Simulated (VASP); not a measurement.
Set up this calculation in VASP 6.6.1, as the native input.

| Quantity | Value |
| --- | --- |
| Task | single point |
| Functional | PBE |
| Dispersion | D3(BJ) |
| Potentials or basis | VASP PAW PBE potentials, release 64 (Se) |
| Cutoff | 520 eV |
| k mesh | 9 × 9 × 8 |
| Occupations | gaussian, width 0.05 eV |
| Spin | no spin polarisation |
| Dipole correction | no |
| Further INCAR settings | ALGO = Normal; EDIFF = 1e-07; NBANDS = 16 |

The structure of Se lies in POSCAR:

```
Se
1.0
    4.3822301585      0.0000000000      0.0000000000
   -2.1911150793      3.7951226425      0.0000000000
    0.0000000000      0.0000000000      4.4190408919
Se
3
Direct
    0.2012552844      0.0000000000      0.3333333333
    0.0000000000      0.2012552844      0.6666666667
    0.7987447156      0.7987447156      0.0000000000
```

This cell differs from its parent crystal: c/a of the conventional cell at fixed volume 1.0084.

These files were run (other wordings do the same):

INCAR

```
ALGO = Normal
EDIFF = 1E-7
ENCUT = 520
GGA = PE
ISIF = 2
ISMEAR = 0
IVDW = 12
LASPH = T
LCHARG = F
LREAL = F
LWAVE = F
NBANDS = 16
NELM = 60
PREC = Accurate
SIGMA = 0.05
```

KPOINTS

```
k-points
0
Gamma
  9 9 8
```

Potentials or basis: VASP PAW PBE potentials, release 64 (Se).

Command:

```bash
$ cat potpaw_PBE.64/Se/POTCAR > POTCAR
$ mpirun -np 1 vasp_std > vasp.out
```

Results of the run:

The pressure is 25.6 GPa and the largest force is 6.093 eV/Å. The band gap on the k mesh is 1.41 eV, indirect (least direct gap 2.08 eV). The dispersion energy per atom is -0.351 eV.

Caveat: forces of over 1 eV/Å act on the atoms, so gaps and moduli don't describe the material at rest.

Run time: 3.6 min on 1 thread of AMD EPYC 7R13, with other jobs on the host, peak memory 0.22 GiB.
